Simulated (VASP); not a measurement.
Here is a VASP 6.6.1 calculation.

Contents of INCAR:

```
SYSTEM = CaO
PREC     = Accurate       ! precision mode
ENCUT    = 520            ! plane-wave cutoff, eV
EDIFF    = 1E-6           ! SCF threshold, eV
ISMEAR   = -1             ! smearing method
SIGMA    = 0.05           ! smearing width, eV
LREAL    = .FALSE.        ! projectors in reciprocal space
LASPH    = .TRUE.         ! aspherical terms in the spheres
NELM     = 80             ! most SCF steps
ALGO     = Normal         ! electronic algorithm
ISIF     = 2              ! what is computed and relaxed
LWAVE    = .FALSE.        ! write WAVECAR
LCHARG   = .TRUE.         ! write CHGCAR
GGA      = PS             ! functional
LELF     = .TRUE.         ! ELF
LVHAR    = .TRUE.       
NBANDS   = 42             ! bands
```

The input KPOINTS:

```
Automatic mesh
0
G
  6 6 1
  0 0 0
```

Contents of POSCAR:

```
CaO
1.0
    2.3838000000      2.3838000000      0.0000000000
   -2.3838000000      2.3838000000      0.0000000000
    0.0000000000      0.0000000000     20.1514000000
O Ca
4 4
Direct
    0.4992620000      0.4989580000      0.3252170000
    0.4989010000      0.4988700000      0.5598520000
    0.9989970000      0.9988990000      0.4398660000
    0.9986340000      0.9987450000      0.6744990000
    0.9991050000      0.9990250000      0.3241330000
    0.9990770000      0.9989940000      0.5590510000
    0.4989960000      0.4989870000      0.4406310000
    0.4989300000      0.4989480000      0.6755710000
```

Potentials or basis: VASP PAW PBE potentials, release 64 (O, Ca_sv).

Command:

```bash
$ cat potpaw_PBE.64/O/POTCAR potpaw_PBE.64/Ca_sv/POTCAR > POTCAR
$ mpirun -np 1 vasp_std > vasp.out
```

Problem. Estimate the band gap on the k mesh.

Solution. 3.00 eV.

Problem. What does it give for the largest force?

Solution. 0.049 eV/Å.

Forces in eV/Å, atoms in the order of the input:
```
O   -0.002 -0.001 -0.029
O    0.000  0.002 -0.022
O    0.000  0.001  0.015
O    0.001  0.004  0.026
Ca   0.001  0.000 -0.048
Ca  -0.001 -0.003 -0.006
Ca   0.001  0.000  0.015
Ca   0.000 -0.002  0.049
```

Caveat: there is no dipole correction, which matters where the two faces differ; the PAW data sets were made with another functional, which shifts forces and pressure a little.
